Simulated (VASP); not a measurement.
# CuO (P4/mmm) in VASP: settings compared, part 2 of 2

VASP 6.6.1. Earlier steps stand in the parts before.

**3. Single point, LDA**

This run uses another cell than the first one, of 11.22 Å³/atom, 1.010 times its volume.

File INCAR:

```
ALGO = Normal ; EDIFF = 1E-7
ENCUT = 520 ; ISIF = 2
ISMEAR = -1 ; LASPH = T
LCHARG = F ; LREAL = F
LWAVE = F ; NBANDS = 34
NELM = 60 ; PREC = Accurate
SIGMA = 0.05
```

File KPOINTS:

```
k-points
0
Gamma
  7 7 7
```

File POSCAR:

```
CuO
1.0
    4.1609370000      0.0000000000      0.0000000000
    0.0000000000      4.1609370000      0.0000000000
    0.0000000000      0.0000000000      3.8876430000
Cu O
3 3
Direct
    0.5000000000      0.0000000000      0.5000000000
    0.0000000000      0.5000000000      0.5000000000
    0.0000000000      0.0000000000      0.0000000000
    0.0000000000      0.0000000000      0.5000000000
    0.5000000000      0.0000000000      0.0000000000
    0.0000000000      0.5000000000      0.0000000000
```

Potentials or basis: VASP PAW LDA potentials, release 64 (Cu, O).

Launch:

```sh
> cat potpaw_LDA.64/Cu/POTCAR potpaw_LDA.64/O/POTCAR > POTCAR
> mpirun -np 1 vasp_std > vasp.out
```

OUTCAR:

```text
EDIFF = 1E-7
   ENCUT = 520
   ISIF = 2
   ISMEAR = -1
   LASPH = T
   LREAL = F
   NELM = 60
   PREC = Accurate

 ion  position               nearest neighbor table
   1  0.500  0.000  0.500-   5 1.94   5 1.94   4 2.08   4 2.08
   2  0.000  0.500  0.500-   6 1.94   6 1.94   4 2.08   4 2.08
   3  0.000  0.000  0.000-   4 1.94   4 1.94   6 2.08   5 2.08   6 2.08   5 2.08
   4  0.000  0.000  0.500-   3 1.94   3 1.94   1 2.08   2 2.08   2 2.08   1 2.08
   5  0.500  0.000  0.000-   1 1.94   1 1.94   3 2.08   3 2.08
   6  0.000  0.500  0.000-   2 1.94   2 1.94   3 2.08   3 2.08

  LATTYP: Found a simple tetragonal cell.
 ALAT       =     4.1609370000
 C/A-ratio  =     0.9343191209

  Lattice vectors:

 A1 = (   4.1609370000,   0.0000000000,   0.0000000000)
 A2 = (   0.0000000000,   4.1609370000,   0.0000000000)
 A3 = (   0.0000000000,   0.0000000000,   3.8876430000)

Analysis of symmetry for initial positions (statically):
=====================================================================
 Subroutine PRICEL returns:
 Original cell was already a primitive cell.

 Routine SETGRP: Setting up the symmetry group for a
 simple tetragonal supercell.

 Subroutine GETGRP returns: Found 16 space group operations
 (whereof 16 operations were pure point group operations)
 out of a pool of 16 trial point group operations.

The static configuration has the point symmetry D_4h.

Analysis of symmetry for dynamics (positions and initial velocities):
=====================================================================
 Subroutine PRICEL returns:
 Original cell was already a primitive cell.

 Routine SETGRP: Setting up the symmetry group for a
 simple tetragonal supercell.

 Subroutine GETGRP returns: Found 16 space group operations
 (whereof 16 operations were pure point group operations)
 out of a pool of 16 trial point group operations.

The dynamic configuration has the point symmetry D_4h.

[... 126 lines left out ...]
     AMIX_MAG =   1.60;   BMIX_MAG =  1.00
  volume/ion in A,a.u.               =      11.22        75.70
  Fermi-wavevector in a.u.,A,eV,Ry     =   1.492481  2.820379 30.306951  2.227498
  Thomas-Fermi vector in A             =   2.605003
   LORBIT       =      0    0 simple, 1 ext, 2 COOP (PROOUT), +10 PAW based schemes
   GGA     = CA    functional components
   LHFCALC =     F    Hartree Fock is set to
   AEXX    =    0.0000 exact exchange contribution
   IVDW    =     0    specifies the selected vdW correction
   LEPSILON=     F    determine dielectric tensor
   LRPA    =     F    only Hartree local field effects (RPA)
 non-spin polarized calculation
  energy-cutoff  :      520.00
  volume of cell :       67.31
 maximum number of plane-waves:      1831
 NGX is ok and might be reduce to    32
   NGX = 15   NGY = 15   NGZ = 15

 number of electron      51.0000005 magnetization

 Free energy of the ion-electron system (eV)
  ---------------------------------------------------
  ext. energy  EPLUGINS =         0.00000000
  ---------------------------------------------------
  free energy    TOTEN  =       -33.15941648 eV

  energy without entropy =      -33.12664501  energy(sigma->0) =      -33.14303074

 E-fermi :   3.8069     XC(G=0): -11.7058

 val. band max:        3.7929532986   @ k =   0.1429   0.1429   0.4286
 cond. band min:       3.8146240843   @ k =   0.4286   0.2857   0.4286
 fundamental gap:      0.0216707857
 Fermi energy:         3.8068925273

 k-point     1 :       0.0000    0.0000    0.0000
  band No.  band energies     occupation
      1     -15.6549      2.00000
      2     -13.6291      2.00000
      3     -13.1957      2.00000
      4      -2.1139      2.00000
      5      -1.9617      2.00000
      6      -1.9617      2.00000
[... 877 lines left out ...]
     33      14.7881      0.00000
     34      15.9129      0.00000

 [... further k-points ...]

------------------------ aborting loop because EDIFF is reached ----------------------------------------

  FORCE on cell =-STRESS in cart. coord.  units (eV):
  Direction    XX          YY          ZZ          XY          YZ          ZX
  --------------------------------------------------------------------------------------
  -------------------------------------------------------------------------------------
  Total       -3.6539254     -3.6539254     -6.3167537      0.0000000     -0.0000000      0.0000000
  in kB      -86.9764349    -86.9764349   -150.3612284      0.0000000     -0.0000000      0.0000000
  external PRESSURE =    -108.1046994 kB  Pullay stress =       0.0000000 kB

 VOLUME and BASIS-vectors are now :
 -----------------------------------------------------------------------------
  energy-cutoff  :      520.00
  volume of cell :       67.31
      direct lattice vectors                 reciprocal lattice vectors
     4.160937000  0.000000000  0.000000000     0.240330483  0.000000000  0.000000000
     0.000000000  4.160937000  0.000000000     0.000000000  0.240330483  0.000000000
     0.000000000  0.000000000  3.887643000     0.000000000  0.000000000  0.257225265

 POSITION                                       TOTAL-FORCE (eV/Angst)
 -----------------------------------------------------------------------------------
      2.08047      0.00000      1.94382         0.000000      0.000000      0.000000
      0.00000      2.08047      1.94382         0.000000      0.000000      0.000000
      0.00000      0.00000      0.00000         0.000000      0.000000      0.000000
      0.00000      0.00000      1.94382         0.000000      0.000000      0.000000
      2.08047      0.00000      0.00000         0.000000      0.000000      0.000000
      0.00000      2.08047      0.00000         0.000000      0.000000      0.000000
 -----------------------------------------------------------------------------------
    total drift:                                0.000000      0.000000     -0.000000

  FREE ENERGIE OF THE ION-ELECTRON SYSTEM (eV)
  ---------------------------------------------------
  free  energy   TOTEN  =       -33.1594164790 eV

  energy  without entropy=      -33.1266450085  energy(sigma->0) =      -33.14303074
```

Wall time 43 s (1 thread of Intel Xeon 6975P-C (Granite Rapids), shared host); peak memory 0.19 GiB.

What came out:

| Item | Value |
| --- | --- |
| Free energy | -33.1594 eV |
| Pressure | -10.8 GPa |

Levels at points of the mesh, in eV from the Fermi level:
| k point | band 22 | band 23 | band 24 | band 25 | band 26 | band 27 | band 28 | band 29 | band 30 | band 31 |
| --- | --- | --- | --- | --- | --- | --- | --- | --- | --- | --- |
| (0.00, 0.00, 0.00) | -1.75 | -1.55 | -1.52 | -1.43 | -1.43 | -1.42 | 1.29 | 5.98 | 7.45 | 8.73 |

Caveat: an odd number of electrons without spin polarisation forces a metal; a magnetic or distorted state may lie lower; semilocal functionals often make such compounds metallic where correlation or magnetic order opens a gap, which also shifts bond lengths. With open d or f shells a metallic result of LDA can be an artefact of self-interaction; +U or a hybrid may open a gap.

**4. Single point, revPBE**

This run uses another cell than the first one, of 11.22 Å³/atom, 1.010 times its volume.

File INCAR:

```
PREC = Accurate ; ENCUT = 520
EDIFF = 1E-7 ; ISMEAR = -1
SIGMA = 0.05 ; LREAL = False
LASPH = True ; NELM = 60
ALGO = Normal ; ISIF = 2
LWAVE = False ; LCHARG = False
GGA = RE ; NBANDS = 34
```

File KPOINTS:

```
regular mesh
0
Gamma
  7 7 7
```

POSCAR is that of step 3.

Potentials or basis: VASP PAW PBE potentials, release 64 (Cu, O).

Launch:

```sh
> cat potpaw_PBE.64/Cu/POTCAR potpaw_PBE.64/O/POTCAR > POTCAR
> mpirun -np 1 vasp_std > vasp.out
```

OUTCAR:

```text
PREC = Accurate
   ENCUT = 520
   EDIFF = 1E-7
   ISMEAR = -1
   LREAL = False
   LASPH = True
   NELM = 60
   ISIF = 2
   GGA = RE

 ion  position               nearest neighbor table
   1  0.500  0.000  0.500-   5 1.94   5 1.94   4 2.08   4 2.08
   2  0.000  0.500  0.500-   6 1.94   6 1.94   4 2.08   4 2.08
   3  0.000  0.000  0.000-   4 1.94   4 1.94   6 2.08   5 2.08   6 2.08   5 2.08
   4  0.000  0.000  0.500-   3 1.94   3 1.94   1 2.08   2 2.08   2 2.08   1 2.08
   5  0.500  0.000  0.000-   1 1.94   1 1.94   3 2.08   3 2.08
   6  0.000  0.500  0.000-   2 1.94   2 1.94   3 2.08   3 2.08

  LATTYP: Found a simple tetragonal cell.
 ALAT       =     4.1609370000
 C/A-ratio  =     0.9343191209

  Lattice vectors:

 A1 = (   4.1609370000,   0.0000000000,   0.0000000000)
 A2 = (   0.0000000000,   4.1609370000,   0.0000000000)
 A3 = (   0.0000000000,   0.0000000000,   3.8876430000)

Analysis of symmetry for initial positions (statically):
=====================================================================
 Subroutine PRICEL returns:
 Original cell was already a primitive cell.

 Routine SETGRP: Setting up the symmetry group for a
 simple tetragonal supercell.

 Subroutine GETGRP returns: Found 16 space group operations
 (whereof 16 operations were pure point group operations)
 out of a pool of 16 trial point group operations.

The static configuration has the point symmetry D_4h.

Analysis of symmetry for dynamics (positions and initial velocities):
=====================================================================
 Subroutine PRICEL returns:
 Original cell was already a primitive cell.

 Routine SETGRP: Setting up the symmetry group for a
 simple tetragonal supercell.

 Subroutine GETGRP returns: Found 16 space group operations
 (whereof 16 operations were pure point group operations)
 out of a pool of 16 trial point group operations.

The dynamic configuration has the point symmetry D_4h.

 Subroutine INISYM returns: Found 16 space group operations
 (whereof 16 operations are pure point group operations),
 and found     1 'primitive' translations

----------------------------------------------------------------------------------------

                                     Primitive cell

  volume of cell :      67.3083

  direct lattice vectors                    reciprocal lattice vectors
     4.160937000  0.000000000  0.000000000     0.240330483  0.000000000  0.000000000
     0.000000000  4.160937000  0.000000000     0.000000000  0.240330483  0.000000000
     0.000000000  0.000000000  3.887643000     0.000000000  0.000000000  0.257225265

  length of vectors
     4.160937000  4.160937000  3.887643000     0.240330483  0.240330483  0.257225265

  position of ions in fractional coordinates (direct lattice)
     0.500000000  0.000000000  0.500000000
     0.000000000  0.500000000  0.500000000
     0.000000000  0.000000000  0.000000000
     0.000000000  0.000000000  0.500000000
     0.500000000  0.000000000  0.000000000
     0.000000000  0.500000000  0.000000000

  ion indices of the primitive-cell ions
   primitive index   ion index
                 1           1
[... 29 lines left out ...]

 Found     40 irreducible k-points:

 Following reciprocal coordinates:
            Coordinates               Weight
  0.000000  0.000000  0.000000      1.000000
  0.142857  0.000000  0.000000      4.000000
  0.285714  0.000000  0.000000      4.000000
  0.428571  0.000000  0.000000      4.000000
  0.142857  0.142857  0.000000      4.000000
  0.285714  0.142857  0.000000      8.000000
[... 16 lines left out ...]
  0.285714  0.000000  0.285714      8.000000
  0.428571  0.000000  0.285714      8.000000
 [... further k-points ...]
   k-points           NKPTS =     40   k-points in BZ     NKDIM =     40   number of bands    NBANDS=     34
   number of dos      NEDOS =    301   number of ions     NIONS =      6
   total plane-waves  NPLWV =  30720
   dimension x,y,z NGX =    32 NGY =   32 NGZ =   30
   dimension x,y,z NGXF=    64 NGYF=   64 NGZF=   60
   ions per type =               3   3
   NGX,Y,Z   is equivalent  to a cutoff of  12.79, 12.79, 12.83 a.u.
   NGXF,Y,Z  is equivalent  to a cutoff of  25.57, 25.57, 25.66 a.u.
 SYSTEM =  unknown system
   PREC   = accura    normal or accurate (medium, high low for compatibility)
   ISTART =      0    job   : 0-new  1-cont  2-samecut
   ICHARG =      2    charge: 1-file 2-atom 10-const
   ISPIN  =      1    spin polarized calculation?
   LNONCOLLINEAR =      F non collinear calculations
   LSORBIT =      F    spin-orbit coupling
   LASPH  =      T    aspherical Exc in radial PAW
   ENCUT  =  520.0 eV  38.22 Ry    6.18 a.u.   7.74  7.74  7.23*2*pi/ulx,y,z
   NELM   =     60;   NELMIN=  2; NELMDL= -5     # of ELM steps
   EDIFF  = 0.1E-06   stopping-criterion for ELM
   LREAL  =      F    real-space projection
   EDIFFG = 0.1E-05   stopping-criterion for IOM
   NSW    =      0    number of steps for IOM
   IBRION =     -1    ionic relax: 0-MD 1-quasi-New 2-CG
   NFREE  =      0    steps in history (QN), initial steepest desc. (CG)
   ISIF   =      2    stress and relaxation
   ISYM   =      2    0-nonsym 1-usesym 2-fastsym
   POTIM  = 0.5000    time-step for ionic-motion
   TEBEG  =    0.0;   TEEND  =   0.0 temperature during run
   PSTRESS=    0.0 pullay stress
   NELECT =      51.0000    total number of electrons
   NUPDOWN=      -1.0000    fix difference up-down
   EMIN   =  10.00;   EMAX   =-10.00  energy-range for DOS
   EFERMI =   0.00;   METHOD = LEGACY
   ISMEAR =    -1;   SIGMA  =   0.05  broadening in eV -4-tet -1-fermi 0-gaus
   EFERMI_NEDOS =   21; number of points for ismear=-14 and -15
   IALGO  =     38    algorithm
   IMIX   =      4    mixing-type and parameters
     AMIX     =   0.40;   BMIX     =  1.00
     AMIX_MAG =   1.60;   BMIX_MAG =  1.00
  volume/ion in A,a.u.               =      11.22        75.70
  Fermi-wavevector in a.u.,A,eV,Ry     =   1.492481  2.820379 30.306951  2.227498
  Thomas-Fermi vector in A             =   2.605003
   LORBIT       =      0    0 simple, 1 ext, 2 COOP (PROOUT), +10 PAW based schemes
   GGA     = RE    functional components
   LHFCALC =     F    Hartree Fock is set to
   AEXX    =    0.0000 exact exchange contribution
   IVDW    =     0    specifies the selected vdW correction
   LEPSILON=     F    determine dielectric tensor
   LRPA    =     F    only Hartree local field effects (RPA)
 non-spin polarized calculation
  energy-cutoff  :      520.00
  volume of cell :       67.31
 maximum number of plane-waves:      1831
 NGX is ok and might be reduce to    32
   NGX = 15   NGY = 15   NGZ = 15

 number of electron      51.0000005 magnetization

 Free energy of the ion-electron system (eV)
  ---------------------------------------------------
  ext. energy  EPLUGINS =         0.00000000
  ---------------------------------------------------
  free energy    TOTEN  =       -25.78042696 eV

  energy without entropy =      -25.75037179  energy(sigma->0) =      -25.76539938

 E-fermi :   4.2705     XC(G=0): -10.9978

 val. band max:        4.2581697152   @ k =   0.1429   0.1429   0.4286
 cond. band min:       4.3192841616   @ k =   0.2857   0.2857   0.0000
 fundamental gap:      0.0611144464
 Fermi energy:         4.2705252139

 k-point     1 :       0.0000    0.0000    0.0000
  band No.  band energies     occupation
      1     -15.5922      2.00000
      2     -13.5787      2.00000
      3     -13.1552      2.00000
      4      -1.6138      2.00000
      5      -1.4660      2.00000
      6      -1.4660      2.00000
[... 877 lines left out ...]
     33      15.4578      0.00000
     34      16.5744      0.00000

 [... further k-points ...]

------------------------ aborting loop because EDIFF is reached ----------------------------------------

  FORCE on cell =-STRESS in cart. coord.  units (eV):
  Direction    XX          YY          ZZ          XY          YZ          ZX
  --------------------------------------------------------------------------------------
  -------------------------------------------------------------------------------------
  Total        2.3216613      2.3216613      2.8391160      0.0000000     -0.0000000      0.0000000
  in kB       55.2638051     55.2638051     67.5810691      0.0000000     -0.0000000      0.0000000
  external PRESSURE =      59.3695598 kB  Pullay stress =       0.0000000 kB

 VOLUME and BASIS-vectors are now :
 -----------------------------------------------------------------------------
  energy-cutoff  :      520.00
  volume of cell :       67.31
      direct lattice vectors                 reciprocal lattice vectors
     4.160937000  0.000000000  0.000000000     0.240330483  0.000000000  0.000000000
     0.000000000  4.160937000  0.000000000     0.000000000  0.240330483  0.000000000
     0.000000000  0.000000000  3.887643000     0.000000000  0.000000000  0.257225265

 POSITION                                       TOTAL-FORCE (eV/Angst)
 -----------------------------------------------------------------------------------
      2.08047      0.00000      1.94382         0.000000      0.000000      0.000000
      0.00000      2.08047      1.94382         0.000000      0.000000      0.000000
      0.00000      0.00000      0.00000         0.000000      0.000000      0.000000
      0.00000      0.00000      1.94382         0.000000      0.000000      0.000000
      2.08047      0.00000      0.00000         0.000000      0.000000      0.000000
      0.00000      2.08047      0.00000         0.000000      0.000000      0.000000
 -----------------------------------------------------------------------------------
    total drift:                                0.000000      0.000000     -0.000000

  FREE ENERGIE OF THE ION-ELECTRON SYSTEM (eV)
  ---------------------------------------------------
  free  energy   TOTEN  =       -25.7804269634 eV

  energy  without entropy=      -25.7503717883  energy(sigma->0) =      -25.76539938
```

OSZICAR:

```text
N       E                     dE             d eps       ncg     rms          rms(c)
DAV:   1     0.551691796705E+03    0.55169E+03   -0.23565E+04  2800   0.229E+03
DAV:   2     0.623271913263E+02   -0.48936E+03   -0.46019E+03  2738   0.474E+02
DAV:   3    -0.295214445882E+02   -0.91849E+02   -0.86426E+02  3492   0.219E+02
[... 10 lines left out ...]
DAV:  14    -0.257804092113E+02    0.52285E-04   -0.61771E-04  3870   0.405E-01    0.378E-02
DAV:  15    -0.257804645931E+02   -0.55382E-04   -0.41692E-04  4550   0.265E-01    0.581E-02
DAV:  16    -0.257804265603E+02    0.38033E-04   -0.54902E-05  4656   0.130E-01    0.203E-02
DAV:  17    -0.257804275054E+02   -0.94509E-06   -0.41659E-05  4376   0.893E-02    0.919E-03
DAV:  18    -0.257804270290E+02    0.47636E-06   -0.39116E-06  3966   0.273E-02    0.295E-03
DAV:  19    -0.257804269634E+02    0.65615E-07   -0.66924E-07  4028   0.779E-03
   1 F= -.25780427E+02 E0= -.25765399E+02  d E =-.300552E-01
```

Wall time 48 s (1 thread of Intel Xeon 6975P-C (Granite Rapids), shared host); peak memory 0.22 GiB.

What came out:

```yaml
Free_energy: -25.7804 eV
Pressure: 5.9 GPa
```

Levels at points of the mesh, in eV from the Fermi level:
```
           k point  band 24  band 25  band 26  band 27  band 28  band 29
(0.00, 0.00, 0.00)    -1.48    -1.45    -1.45    -1.39     1.35     6.20
```

Caveat: the PAW data sets were made with another functional, which shifts forces and pressure a little; an odd number of electrons without spin polarisation forces a metal; a magnetic or distorted state may lie lower; semilocal functionals often make such compounds metallic where correlation or magnetic order opens a gap, which also shifts bond lengths. With open d or f shells a metallic result of revPBE can be an artefact of self-interaction; +U or a hybrid may open a gap.

**5. Summary**

```tsv
level	potentials or basis	cell	gap on the mesh (eV)	pressure (GPa)
PBE+D3(BJ)	VASP PAW PBE potentials, release 64 (Cu, O)	a = 4.147, b = 4.147, c = 3.876 Å, 6 atoms	none	0.0
LDA	VASP PAW LDA potentials, release 64 (Cu, O)	a = 4.161, b = 4.161, c = 3.888 Å, 6 atoms	none	-10.8
revPBE	VASP PAW PBE potentials, release 64 (Cu, O)	a = 4.161, b = 4.161, c = 3.888 Å, 6 atoms	none	5.9
```

Alike in all rows: task single point; no spin polarisation; k mesh 7 × 7 × 7; cutoff (eV) 520; smearing fermi-dirac 0.05 eV.

Caveats: an odd number of electrons without spin polarisation forces a metal; a magnetic or distorted state may lie lower; semilocal functionals often make such compounds metallic where correlation or magnetic order opens a gap, which also shifts bond lengths; three body term missing (some runs); pairwise dispersion overbinds metals, which lowers pressure and volume (some runs); the PAW data sets were made with another functional, which shifts forces and pressure a little (some runs).

Total energies depend on the potentials used, so only differences within one code and one set of settings carry meaning.
